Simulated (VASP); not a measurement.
Input of a VASP 6.6.1 run:

File INCAR:

```
SYSTEM = C
  ALGO = Normal
  EDIFF = 1E-6
  ENCUT = 520
  GGA = PE
  ISIF = 2
  ISMEAR = 0
  LASPH = .True.
  LCHARG = .True.
  LELF = .True.
  LREAL = .False.
  LVHAR = .True.
  LWAVE = .False.
  NBANDS = 11
  NELM = 100
  PREC = Accurate
  SIGMA = 0.05
```

Contents of KPOINTS:

```
k-points
0
Gamma
  12 12 12
  0 0 0
```

File POSCAR:

```
C
1.0
    0.0000000000      1.6856658009      1.8120907360
    1.6856658009      0.0000000000      1.8120907360
    1.6856658009      1.6856658009      0.0000000000
C
2
Direct
    0.5000000000      0.5000000000      0.5000000000
    0.7500000000      0.7500000000      0.7500000000
```

Potentials or basis: VASP PAW PBE potentials, release 64 (C).

The run is started by

```bash
$ cat potpaw_PBE.64/C/POTCAR > POTCAR
$ mpirun -np 1 vasp_std > vasp.out
```

Problem. Estimate the band gap on the k mesh.

Solution. 3.41 eV, indirect (least direct gap 5.18 eV).

Problem. Predict the pressure.

Solution. 53.6 GPa.

Stress tensor (GPa, compression positive):
```
80.23  0.00  0.00
 0.00 80.23  0.00
 0.00  0.00  0.33
```

 A k mesh can miss the band edges.
